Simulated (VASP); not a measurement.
Here is a VASP 6.6.1 calculation.

Contents of INCAR:

```
SYSTEM = Cu
ALGO = Normal
EDIFF = 1E-6
ENCUT = 520
ISIF = 2
ISMEAR = 0
LASPH = .TRUE.
LCHARG = .TRUE.
LELF = .TRUE.
LREAL = .FALSE.
LVHAR = .TRUE.
LWAVE = .FALSE.
NBANDS = 12
NELM = 80
PREC = Accurate
SIGMA = 0.15
```

KPOINTS

```
k-points
0
G
  22 22 22
  0 0 0
```

Contents of POSCAR:

```
Cu
1.0
   -1.3738500000      1.3738500000      1.3410790181
    1.3738500000     -1.3738500000      1.3410790181
    1.3738500000      1.3738500000     -1.3410790181
Cu
1
Direct
    0.0000000000      0.0000000000      0.0000000000
```

Potentials or basis: VASP PAW LDA potentials, release 64 (Cu).

Run with:

```console
$ cat potpaw_LDA.64/Cu/POTCAR > POTCAR
$ mpirun -np 1 vasp_std > vasp.out
```

Question: Estimate the band gap on the k mesh.

Answer: Zero (an odd number of electrons rules out a gap without spin polarisation).

Question: Estimate the pressure.

Answer: 18.0 GPa.

Stress tensor (GPa, compression positive):
```
18.12  0.00  0.00
 0.00 18.12  0.00
 0.00  0.00 17.89
```

Caveat: the cell stands under pressure.
